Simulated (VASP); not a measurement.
# RbCl (Fm-3m) in VASP: a series of runs, part 2 of 2

VASP 6.6.1. The steps go on from the part before.

**4. Single point, PBE, non-collinear spin, zero start, spin-orbit coupling**

This run uses another cell than the first one, of 36.12 Å³/atom, 0.962 times its volume.

File INCAR:

```
SYSTEM = RbCl
  PREC = Accurate
  ENCUT = 500
  EDIFF = 1E-6
  ISMEAR = 0
  SIGMA = 0.01
  LREAL = .False.
  LASPH = .True.
  NELM = 200
  ALGO = Normal
  ISIF = 2
  LWAVE = .False.
  LCHARG = .True.
  LNONCOLLINEAR = .True.
  MAGMOM = 0 0 0 0 0 0
  LORBIT = 11
  LSORBIT = .True.
  GGA_COMPAT = .False.
  LORBMOM = .True.
  GGA = PE
  LVHAR = .True.
  NBANDS = 28
```

File KPOINTS:

```
regular mesh
0
Gamma
  6 6 6
  0 0 0
```

File POSCAR:

```
RbCl
1.0
    0.0000000000      3.3057261382      3.3057261382
    3.3057261382      0.0000000000      3.3057261382
    3.3057261382      3.3057261382      0.0000000000
Rb Cl
1 1
Direct
    0.0000000000      0.0000000000      0.0000000000
    0.5000000000      0.5000000000      0.5000000000
```

Potentials or basis: VASP PAW PBE potentials, release 64 (Rb_sv, Cl).

Launch:

```console
$ cat potpaw_PBE.64/Rb_sv/POTCAR potpaw_PBE.64/Cl/POTCAR > POTCAR
$ mpirun -np 1 vasp_ncl > vasp.out
```

OUTCAR:

```text
SYSTEM = RbCl
   PREC = Accurate
   ENCUT = 500
   EDIFF = 1E-6
   ISMEAR = 0
   LREAL = .False.
   LASPH = .True.
   NELM = 200
   ISIF = 2
   LNONCOLLINEAR = .True.
   LORBIT = 11
   LSORBIT = .True.
   GGA = PE

 ion  position               nearest neighbor table
   1  0.000  0.000  0.000-   2 3.31   2 3.31   2 3.31   2 3.31   2 3.31   2 3.31
   2  0.500  0.500  0.500-   1 3.31   1 3.31   1 3.31   1 3.31   1 3.31   1 3.31

  LATTYP: Found a face centered cubic cell.
 ALAT       =     6.6114522764

  Lattice vectors:

 A1 = (   0.0000000000,   3.3057261382,   3.3057261382)
 A2 = (   3.3057261382,   0.0000000000,   3.3057261382)
 A3 = (   3.3057261382,   3.3057261382,   0.0000000000)

Analysis of symmetry for initial positions (statically):
=====================================================================
 Subroutine PRICEL returns:
 Original cell was already a primitive cell.

 Routine SETGRP: Setting up the symmetry group for a
 face centered cubic supercell.

 Subroutine GETGRP returns: Found 48 space group operations
 (whereof 48 operations were pure point group operations)
 out of a pool of 48 trial point group operations.

The static configuration has the point symmetry O_h .

Analysis of symmetry for dynamics (positions and initial velocities):
=====================================================================
 Subroutine PRICEL returns:
 Original cell was already a primitive cell.

 Routine SETGRP: Setting up the symmetry group for a
 face centered cubic supercell.

 Subroutine GETGRP returns: Found 48 space group operations
 (whereof 48 operations were pure point group operations)
 out of a pool of 48 trial point group operations.

The dynamic configuration has the point symmetry O_h .

Analysis of structural, dynamic, and magnetic symmetry:
=====================================================================
 Subroutine PRICEL returns:
 Original cell was already a primitive cell.

 Routine SETGRP: Setting up the symmetry group for a
 face centered cubic supercell.

[... 695 lines left out ...]
  1         0.000  -0.000  -0.000
  2         0.000   0.000   0.000
 ----------------------------------------
            0.000  -0.000  -0.000

 orbital moment (z)

 # of ion     p       d       tot
 ----------------------------------------
  1         0.000   0.000   0.000
  2         0.000   0.000   0.000
 ----------------------------------------
            0.000   0.000   0.000

 Spin-Orbit-Coupling matrix elements

 Ion:    1  E_soc:     -0.0523519
 l=   1
     0.0000000    -0.0087221    -0.0087221
    -0.0087221     0.0000000    -0.0087221
    -0.0087221    -0.0087221     0.0000000
 l=   2
     0.0000000     0.0000001     0.0000000     0.0000001    -0.0000033
     0.0000001     0.0000000    -0.0000025     0.0000001    -0.0000008
     0.0000000    -0.0000025     0.0000000    -0.0000025     0.0000000
     0.0000001     0.0000001    -0.0000025     0.0000000    -0.0000008
    -0.0000033    -0.0000008     0.0000000    -0.0000008     0.0000000
 l=   3
     0.0000000     0.0000000     0.0000000     0.0000000     0.0000000     0.0000000     0.0000000
     0.0000000     0.0000000     0.0000000     0.0000000     0.0000000     0.0000000     0.0000000
     0.0000000     0.0000000     0.0000000     0.0000000     0.0000000     0.0000000     0.0000000
     0.0000000     0.0000000     0.0000000     0.0000000     0.0000000     0.0000000     0.0000000
     0.0000000     0.0000000     0.0000000     0.0000000     0.0000000     0.0000000     0.0000000
     0.0000000     0.0000000     0.0000000     0.0000000     0.0000000     0.0000000     0.0000000
     0.0000000     0.0000000     0.0000000     0.0000000     0.0000000     0.0000000     0.0000000

 Ion:    2  E_soc:     -0.0029966
 l=   1
     0.0000000    -0.0004994    -0.0004994
    -0.0004994     0.0000000    -0.0004994
    -0.0004994    -0.0004994     0.0000000
 l=   2
     0.0000000     0.0000000     0.0000000     0.0000000     0.0000000
     0.0000000     0.0000000     0.0000000     0.0000000     0.0000000
     0.0000000     0.0000000     0.0000000     0.0000000     0.0000000
     0.0000000     0.0000000     0.0000000     0.0000000     0.0000000
     0.0000000     0.0000000     0.0000000     0.0000000     0.0000000
 l=   3
     0.0000000     0.0000000     0.0000000     0.0000000     0.0000000     0.0000000     0.0000000
     0.0000000     0.0000000     0.0000000     0.0000000     0.0000000     0.0000000     0.0000000
     0.0000000     0.0000000     0.0000000     0.0000000     0.0000000     0.0000000     0.0000000
     0.0000000     0.0000000     0.0000000     0.0000000     0.0000000     0.0000000     0.0000000
     0.0000000     0.0000000     0.0000000     0.0000000     0.0000000     0.0000000     0.0000000
     0.0000000     0.0000000     0.0000000     0.0000000     0.0000000     0.0000000     0.0000000
     0.0000000     0.0000000     0.0000000     0.0000000     0.0000000     0.0000000     0.0000000

 total charge

# of ion       s       p       d       tot
------------------------------------------
    1        1.939   5.353   0.022   7.315
    2        1.589   3.563   0.000   5.152
--------------------------------------------------
tot          3.528   8.917   0.022  12.467

 magnetization (x)

# of ion       s       p       d       tot
------------------------------------------
    1        0.000   0.000   0.000   0.000
    2        0.000   0.000   0.000   0.000
--------------------------------------------------
tot          0.000   0.000   0.000   0.000

 magnetization (y)

# of ion       s       p       d       tot
------------------------------------------
    1       -0.000   0.000   0.000  -0.000
    2        0.000   0.000   0.000   0.000
--------------------------------------------------
tot         -0.000   0.000   0.000  -0.000

 magnetization (z)

# of ion       s       p       d       tot
------------------------------------------
    1        0.000   0.000   0.000   0.000
    2        0.000   0.000   0.000   0.000
--------------------------------------------------
tot          0.000   0.000   0.000   0.000
```

stdout:

```text
POSCAR found type information on POSCAR RbCl
 POSCAR found :  2 types and       2 ions
 scaLAPACK will be used
 LDA part: xc-table for (Slater+PW92), standard interpolation
 POSCAR, INCAR and KPOINTS ok, starting setup
 FFT: planning ... GRIDC
 FFT: planning ... GRID_SOFT
 FFT: planning ... GRID
 WAVECAR not read
 entering main loop
```

It took 63 s on 1 thread of AMD EPYC 9R45 (Zen 5), shared host; peak memory 0.37 GiB.

What came out:

```yaml
Free_energy: -6.6976 eV
Pressure: 0.6 GPa
Net_moment: 0.00 μB per cell
Valence_electrons_inside_the_program's_atomic_spheres: Rb 7.32; Cl 5.15
```

Moments on the atoms (μB; x, y, z):
```
Rb  0.00 0.00 0.00
Cl  0.00 0.00 0.00
```

**5. Single point, HSE06**

This run uses another cell than the first one, of 36.12 Å³/atom, 0.962 times its volume.

POSCAR is that of step 4.

File INCAR.step1:

```
SYSTEM = RbCl
ALGO     = Normal         ! electronic algorithm
EDIFF    = 1E-5           ! SCF threshold, eV
ENCUT    = 400            ! plane-wave cutoff, eV
GGA      = PE             ! functional
GGA_COMPAT= .False.      
ISIF     = 2              ! what is computed and relaxed
ISMEAR   = 0              ! smearing method
LASPH    = .True.         ! aspherical terms in the spheres
LCHARG   = .False.        ! write CHGCAR
LREAL    = .False.        ! projectors in reciprocal space
LWAVE    = .True.         ! write WAVECAR
NBANDS   = 15             ! bands
NELM     = 120            ! most SCF steps
PREC     = Accurate       ! precision mode
SIGMA    = 0.01           ! smearing width, eV
```

File INCAR.step2:

```
SYSTEM = RbCl
ALGO     = Normal         ! electronic algorithm
EDIFF    = 1E-6           ! SCF threshold, eV
ENCUT    = 400            ! plane-wave cutoff, eV
GGA      = PE             ! functional
GGA_COMPAT= .False.      
HFSCREEN = 0.2079         ! screening, 1/A
ISIF     = 2              ! what is computed and relaxed
ISMEAR   = 0              ! smearing method
ISTART   = 1            
LASPH    = .True.         ! aspherical terms in the spheres
LCHARG   = .False.        ! write CHGCAR
LHFCALC  = .True.         ! exact exchange
LREAL    = .False.        ! projectors in reciprocal space
LWAVE    = .False.        ! write WAVECAR
NBANDS   = 15             ! bands
NELM     = 120            ! most SCF steps
PREC     = Accurate       ! precision mode
PRECFOCK = Normal       
SIGMA    = 0.01           ! smearing width, eV
```

File KPOINTS:

```
k-points
0
Gamma
  4 4 4
  0 0 0
```

Launch:

```console
$ cat potpaw_PBE.64/Rb_sv/POTCAR potpaw_PBE.64/Cl/POTCAR > POTCAR
$ cp INCAR.step1 INCAR
$ mpirun -np 1 vasp_std > vasp.out
$ cp INCAR.step2 INCAR
$ mpirun -np 1 vasp_std > vasp.out
```

Run time: 3.3 min. Hardware: 1 thread of AMD EPYC 9R45 (Zen 5), shared host; peak memory 0.24 GiB.

It converged, with:

```
Free energy            : -7.7416 eV
Pressure               : 0.3 GPa
Band gap on the k mesh : 6.25 eV, direct
```

Levels at points of the mesh, in eV from the valence-band top:
```csv
k point,band 6,band 7,band 8,band 9,band 10,band 11
"(0.00, 0.00, 0.00)",0.00,0.00,0.00,6.25,9.39,9.39
"(0.50, 0.00, 0.00)",-0.86,-0.34,-0.34,8.99,9.31,11.66
"(0.50, 0.50, 0.00)",-0.34,-0.11,-0.11,7.50,9.45,11.00
```

Caveat: the PAW data sets were made with another functional, which shifts forces and pressure a little.

**6. Single point, PBE0**

This run uses another cell than the first one, of 36.12 Å³/atom, 0.962 times its volume.

POSCAR is that of step 5.

File INCAR.step1:

```
  PREC = Accurate
  ENCUT = 400
  EDIFF = 1E-5
  ISMEAR = 0
  SIGMA = 0.01
  LREAL = F
  LASPH = T
  NELM = 120
  ALGO = Normal
  ISIF = 2
  LWAVE = T
  GGA = PE
  NBANDS = 15
  GGA_COMPAT = F
```

File INCAR.step2:

```
  PREC = Accurate
  ENCUT = 400
  EDIFF = 1E-6
  ISMEAR = 0
  SIGMA = 0.01
  LREAL = F
  LASPH = T
  NELM = 120
  ALGO = Normal
  ISIF = 2
  LWAVE = F
  LCHARG = T
  GGA = PE
  LHFCALC = T
  AEXX = 0.25
  PRECFOCK = Normal
  LELF = T
  LVHAR = T
  ISTART = 1
  NBANDS = 15
  GGA_COMPAT = F
```

File KPOINTS:

```
Automatic mesh
0
Gamma
  4 4 4
```

Potentials or basis: VASP PAW PBE potentials, release 64 (Rb_sv, Cl).

Launch:

```console
$ cat potpaw_PBE.64/Rb_sv/POTCAR potpaw_PBE.64/Cl/POTCAR > POTCAR
$ cp INCAR.step1 INCAR
$ mpirun -np 1 vasp_std > vasp.out
$ cp INCAR.step2 INCAR
$ mpirun -np 1 vasp_std > vasp.out
```

Wall time 3.4 min (1 thread of AMD EPYC 9R45 (Zen 5), shared host); peak memory 0.14 GiB.

It converged, with:

```yaml
Free_energy: -8.2687 eV
Pressure: 0.3 GPa
Band_gap_on_the_k_mesh: 7.00 eV, direct
```

Levels at points of the mesh, in eV from the valence-band top:
```tsv
k point	band 6	band 7	band 8	band 9	band 10	band 11
(0.00, 0.00, 0.00)	0.00	0.00	0.00	7.00	10.18	10.18
(0.50, 0.00, 0.00)	-0.88	-0.35	-0.35	9.75	10.09	12.46
(0.50, 0.50, 0.00)	-0.34	-0.11	-0.11	8.27	10.22	11.77
```

Caveat: the PAW data sets were made with another functional, which shifts forces and pressure a little.

**7. Summary**

| task | level | potentials or basis | spin | cell | k mesh | cutoff (eV) | smearing | grid for exact exchange (PRECFOCK) | screening parameter | gap on the mesh (eV) | pressure (GPa) | relaxed volume (Å³/atom) |
| --- | --- | --- | --- | --- | --- | --- | --- | --- | --- | --- | --- | --- |
| relaxation of cell and atoms | LDA | VASP PAW LDA potentials, release 64 (Rb_sv, Cl) | off | relaxed from a = 4.736 Å, angles 60.0°, 2 atoms | 6 × 6 × 6 | 500 | fermi-dirac 0.02 eV | - | - | 4.85 | 0.0 | 32.48 |
| relaxation of cell and atoms | r2SCAN | VASP PAW PBE potentials, release 64 (Rb_sv, Cl) | off | relaxed from a = 4.736 Å, angles 60.0°, 2 atoms | 6 × 6 × 6 | 550 | fermi-dirac 0.02 eV | - | - | 5.55 | 0.0 | 36.21 |
| single point | PBE | VASP PAW PBE potentials, release 64 (Rb_sv, Cl) | non-collinear, zero start, SOC | a = 4.675 Å, angles 60.0°, 2 atoms | 6 × 6 × 6 | 500 | gaussian 0.01 eV | - | - | - | 0.6 | - |
| single point | HSE06 | VASP PAW PBE potentials, release 64 (Rb_sv, Cl) | off | a = 4.675 Å, angles 60.0°, 2 atoms | 4 × 4 × 4 | 400 | gaussian 0.01 eV | Normal | 0.2079 1/Å | 6.25 | 0.3 | - |
| single point | PBE0 | VASP PAW PBE potentials, release 64 (Rb_sv, Cl) | off | a = 4.675 Å, angles 60.0°, 2 atoms | 4 × 4 × 4 | 400 | gaussian 0.01 eV | Normal | - | 7.00 | 0.3 | - |

Caveats: the PAW data sets were made with another functional, which shifts forces and pressure a little (some runs); the volume moved by -14 % from the deposited cell, more than functionals usually miss (some runs).

Absolute energies hang on the potentials; compare differences alone.
